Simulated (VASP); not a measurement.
Runs of VASP 6.6.1 on CsI. The structure is that of space group Pm-3m (No. 221), or close to it. The cells are those of the table. 

```tsv
cell	gap on the mesh (eV)	pressure (GPa)
a = 4.567 Å, 2 atoms	3.53	-1.3
a = 4.521 Å, 2 atoms	3.64	-1.0
a = 4.473 Å, 2 atoms	(b)	-0.6
a = 4.656 Å, 2 atoms	3.35	(a)
a = 4.612 Å, 2 atoms	3.44	-1.6
```

Alike in all rows: task single point; level LDA; potentials or basis VASP PAW LDA potentials, release 64 (Cs_sv, I); no spin polarisation; k mesh 4 × 4 × 4; cutoff (eV) 500; smearing gaussian 0.01 eV.

Task: Fill in the values left out.

Result: (a) -1.8; (b) 3.75.

Caveats: spin-orbit coupling is left out, which moves the levels of the heavy elements.

A k mesh can miss the band edges, and the runs leave out spin-orbit coupling on Cs, I.
